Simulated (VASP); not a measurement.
## Cd3O2: single point with PBE

The system is Cd3O2.

```
CELL_PARAMETERS angstrom
3.37737 0.00000 0.00000
-1.68868 2.92489 0.00000
0.00000 0.00000 7.95689
ATOMIC_POSITIONS crystal
Cd 0.00000 0.00000 0.00000
Cd 0.66667 0.33333 0.35027
Cd 0.33333 0.66667 0.64973
O 0.66667 0.33333 0.82596
O 0.33333 0.66667 0.17404
```

```yaml
Program: VASP 6.6.1
Task: single point
Functional: PBE
Potentials_or_basis: VASP PAW PBE potentials, release 64 (Cd, O)
Cutoff: 600 eV
k_mesh: 6 × 6 × 2
Occupations: gaussian, width 0.1 eV
Spin: no spin polarisation
```

- Pressure: 0.1 GPa
- Largest force: 0.114 eV/Å
- Band gap on the k mesh: zero (band 24 reaches 3.92 eV, above the bottom of band 25 at 1.05 eV)

Forces on the atoms (eV/Å):
```
Cd   0.000  0.000  0.000
Cd   0.000  0.000  0.114
Cd   0.000  0.000 -0.114
O    0.000  0.000  0.054
O    0.000  0.000 -0.054
```

Stress tensor (GPa, compression positive):
```
-0.29  0.00  0.00
 0.00 -0.29  0.00
 0.00  0.00  0.81
```

Levels at points of the mesh, in eV from the Fermi level:
| k point | band 20 | band 21 | band 22 | band 23 | band 24 | band 25 | band 26 | band 27 | band 28 | band 29 |
| --- | --- | --- | --- | --- | --- | --- | --- | --- | --- | --- |
| (0.00, 0.00, 0.00) | -3.87 | -2.23 | -2.23 | -1.66 | -1.66 | 0.56 | 0.72 | 6.20 | 7.19 | 10.87 |
| (0.50, 0.00, 0.00) | -3.79 | -2.97 | -2.77 | -1.85 | -0.41 | 0.53 | 2.88 | 3.60 | 5.50 | 5.74 |
| (0.00, 0.00, 0.50) | -2.22 | -2.22 | -2.07 | -1.66 | -1.66 | -1.64 | 2.55 | 4.17 | 10.26 | 10.26 |
| (0.50, 0.00, 0.50) | -3.56 | -2.87 | -2.75 | -1.96 | -0.42 | 0.05 | 3.48 | 4.01 | 4.44 | 6.85 |

It took 21 s on 1 thread of Intel(R) Xeon(R) 6975P-C (Granite Rapids), on a shared host, peak memory 0.22 GiB.

Caveat: the k points lie up to 0.39 Å⁻¹ apart.
